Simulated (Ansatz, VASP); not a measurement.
**AlCo: VASP beside Ansatz**

INCAR

```
SYSTEM = AlCo
ALGO     = Normal         ! electronic algorithm
EDIFF    = 1E-6           ! SCF threshold, eV
ENCUT    = 520            ! plane-wave cutoff, eV
GGA      = PE             ! functional
ISIF     = 2              ! what is computed and relaxed
ISMEAR   = -1             ! smearing method
LASPH    = .TRUE.         ! aspherical terms in the spheres
LCHARG   = .FALSE.        ! write CHGCAR
LREAL    = .FALSE.        ! projectors in reciprocal space
LWAVE    = .FALSE.        ! write WAVECAR
NBANDS   = 13             ! bands
NELM     = 80             ! most SCF steps
PREC     = Accurate       ! precision mode
SIGMA    = 0.08           ! smearing width, eV
```

File KPOINTS:

```
k-points
0
G
  14 14 14
  0 0 0
```

File POSCAR:

```
AlCo
1.0
    2.5565320088      0.0000000000      0.0000000000
    0.0000000000      2.5565320088      0.0000000000
    0.0000000000      0.0000000000      2.5565320088
Co Al
1 1
Direct
    0.0000000000      0.0000000000      0.0000000000
    0.5000000000      0.5000000000      0.5000000000
```

Input for Ansatz:

```yaml
crystal:
  lattice:
    - [2.5565320088, 0.0, 0.0]
    - [0.0, 2.5565320088, 0.0]
    - [0.0, 0.0, 2.5565320088]
  atoms:
    - { symbol: Co, position: [0.0, 0.0, 0.0] }
    - { symbol: Al, position: [0.5, 0.5, 0.5] }
kpoints:
  mp_grid: { grid: [14, 14, 14] }
scf:
  occupations: { method: fermi_dirac, width: 0.08 }
hamiltonian:
  xc: pbe
  pseudopotentials: { kind: all_electron, lapw: { basis_error: 0.001 } }
output:
  forces: true
  stress: true
  eigenvalues: true
  populations: true
```

Change from the starting cell: volume scaled by 0.72, LAPW.

Alike in both runs: task single point; functional PBE; k mesh 14 × 14 × 14; occupations fermi-dirac, width 0.08 eV; no spin polarisation.

```csv
,VASP,Ansatz
version,VASP 6.6.1,Ansatz 0.2.0
potentials or method,"VASP PAW PBE potentials, release 64 (Co, Al), cutoff 520 eV","all-electron LAPW, scalar-relativistic"
```

Ansatz gave:

```
pressure (GPa) : 117.3
```

**Question.** Estimate VASP's values.

**Answer.** Pressure (GPa): 117.9.

Both programs put the cell under a high pressure, so it lies far from rest at this level. Ansatz ran all-electron here, and VASP with PAW potentials.

Noted on VASP's run: the cell as given lies far from equilibrium.
